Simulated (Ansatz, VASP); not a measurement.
**One calculation of MgF2, two programs**

POSCAR

```
MgF2
1.0
    4.6220159946      0.0000000000      0.0000000000
    0.0000000000      4.6220159946      0.0000000000
    0.0000000000      0.0000000000      2.9242672892
Mg F
2 4
Direct
    0.0000000000      0.0000000000      0.0000000000
    0.5000000000      0.5000000000      0.5000000000
    0.3008632720      0.3008632720      0.0000000000
    0.1991367280      0.8008632720      0.5000000000
    0.8008632720      0.1991367280      0.5000000000
    0.6991367280      0.6991367280      0.0000000000
```

INCAR.step1

```
SYSTEM = MgF2
  ALGO = Normal
  EDIFF = 1E-5
  ENCUT = 520
  GGA = PE
  GGA_COMPAT = .FALSE.
  ISIF = 2
  ISMEAR = 0
  KPAR = 4
  LASPH = .TRUE.
  LCHARG = .FALSE.
  LREAL = .FALSE.
  LWAVE = .TRUE.
  NBANDS = 25
  NELM = 120
  PREC = Accurate
  SIGMA = 0.01
```

The input INCAR.step2:

```
SYSTEM = MgF2
  ALGO = Normal
  EDIFF = 1E-6
  ENCUT = 520
  GGA = PE
  GGA_COMPAT = .FALSE.
  HFSCREEN = 0.2079
  ISIF = 2
  ISMEAR = 0
  ISTART = 1
  KPAR = 4
  LASPH = .TRUE.
  LCHARG = .FALSE.
  LHFCALC = .TRUE.
  LREAL = .FALSE.
  LWAVE = .FALSE.
  NBANDS = 25
  NELM = 120
  PREC = Accurate
  PRECFOCK = Normal
  SIGMA = 0.01
```

Contents of KPOINTS:

```
k-points
0
G
  4 4 6
  0 0 0
```

Input for Ansatz:

```yaml
crystal:
  lattice:
    - [4.6220159946, 0.0, 0.0]
    - [0.0, 4.6220159946, 0.0]
    - [0.0, 0.0, 2.9242672892]
  atoms:
    - { symbol: Mg, position: [0.0, 0.0, 0.0] }
    - { symbol: Mg, position: [0.5, 0.5, 0.5] }
    - { symbol: F, position: [0.300863272, 0.300863272, 0.0] }
    - { symbol: F, position: [0.199136728, 0.800863272, 0.5] }
    - { symbol: F, position: [0.800863272, 0.199136728, 0.5] }
    - { symbol: F, position: [0.699136728, 0.699136728, 0.0] }
kpoints:
  mp_grid: { grid: [4, 4, 6] }
  band_path:
    path:
      - [0.0, 0.0, 0.0]
      - [0.0, 0.5, 0.0]
      - [0.5, 0.5, 0.0]
      - [0.0, 0.0, 0.5]
      - [0.0, 0.5, 0.5]
      - [0.5, 0.5, 0.5]
    npoints: 1
hamiltonian:
  xc: hse06
scf:
  occupations: { method: fixed }
  n_extra_bands: 5
output:
  forces: true
  stress: true
  eigenvalues: true
```

Change from the starting cell: uniaxial_z strain -4.0%.

Alike in both runs: task single point; functional HSE06; k mesh 4 × 4 × 6; no spin polarisation.

```csv
,VASP,Ansatz
version,VASP 6.6.1,Ansatz 0.2.0
potentials or method,"VASP PAW PBE potentials, release 64 (Mg, F)","plane waves, PAW"
plane-wave cutoff (eV),520,420
occupations,"gaussian, width 0.01 eV",fixed
valence electrons in the cell,32,48
```

|  | VASP | Ansatz | Ansatz less VASP |
| --- | --- | --- | --- |
| gap on the k mesh at the Fermi level (eV) | 9.76 | 9.82 | +0.062 |
| pressure (GPa) | 5.8 | 6.2 | +0.32 |
| traceless stress, the component that is largest in VASP (GPa) | 4.26 | 4.19 | -0.064 |
| rms of the force components (eV/Å) | 0.010 | 0.014 | +0.0047 |

Atom by atom the forces differ by 0.005 eV/Å (rms over components). VASP's potentials hold 32 valence electrons a cell and Ansatz's 48, so a difference there can come from the potentials and not from the codes. Ansatz's warnings: stress exchange threshold loose, stress scf threshold loose.
